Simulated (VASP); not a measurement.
## Si: single point with PBE

The system is Si.

```xyz
4
Lattice="3.8513 0.0000 0.0000 -1.9256 3.3353 0.0000 0.0000 0.0000 6.3650" Properties=species:S:1:pos:R:3 pbc="T T T"
Si    0.0000    2.2235    0.2506
Si    1.9256    1.1118    3.5831
Si    0.0000    2.2235    2.7820
Si    1.9256    1.1118    5.9645
```

This cell differs from its parent crystal: atom 1 (Si) moved by (+0.000, -0.150) A along x and z.

```yaml
Program: VASP 6.6.1
Task: single point
Functional: PBE
Potentials_or_basis: VASP PAW PBE potentials, release 64 (Si)
Cutoff: 500 eV
k_mesh: 12 × 12 × 6
Occupations: gaussian, width 0.05 eV
Spin: no spin polarisation
```

```json
{"Pressure": "0.4 GPa", "Largest force": "1.715 eV/Å", "Band gap on the k mesh": "0.27 eV (least direct gap 0.81 eV)"}
```

Forces in eV/Å, atoms in the order of the input:
```
Si   0.000  0.000  1.715
Si   0.000  0.000 -0.199
Si   0.000  0.000 -0.770
Si   0.000  0.000 -0.747
```

Stress tensor (GPa, compression positive):
```
 1.61  0.00  0.00
 0.00  1.61  0.00
 0.00  0.00 -2.06
```

Levels at points of the mesh, in eV from the valence-band top:
```csv
k point,band 4,band 5,band 6,band 7,band 8,band 9,band 10,band 11,band 12,band 13
"(0.00, 0.00, 0.00)",-1.70,-1.70,-0.21,-0.21,0.00,0.81,2.00,2.00,2.10,3.28
"(0.50, 0.00, 0.00)",-6.11,-4.45,-3.19,-2.76,-1.61,0.27,2.19,3.29,3.36,4.09
"(0.00, 0.00, 0.50)",-3.83,-1.37,-1.37,-0.81,-0.81,1.32,1.85,2.67,2.67,3.09
"(0.50, 0.00, 0.50)",-7.11,-2.81,-2.46,-2.28,-2.11,0.73,0.99,1.35,1.74,5.57
```

Run time: 110 s on 1 thread of Intel Xeon 8259CL, on a shared host, peak memory 0.23 GiB.

Caveat: the cell differs from its parent crystal (atom 1 (Si) moved by (+0.000, -0.150) A along x and z); forces of over 1 eV/Å act on the atoms, so gaps and moduli don't describe the material at rest. A k mesh can miss the band edges.
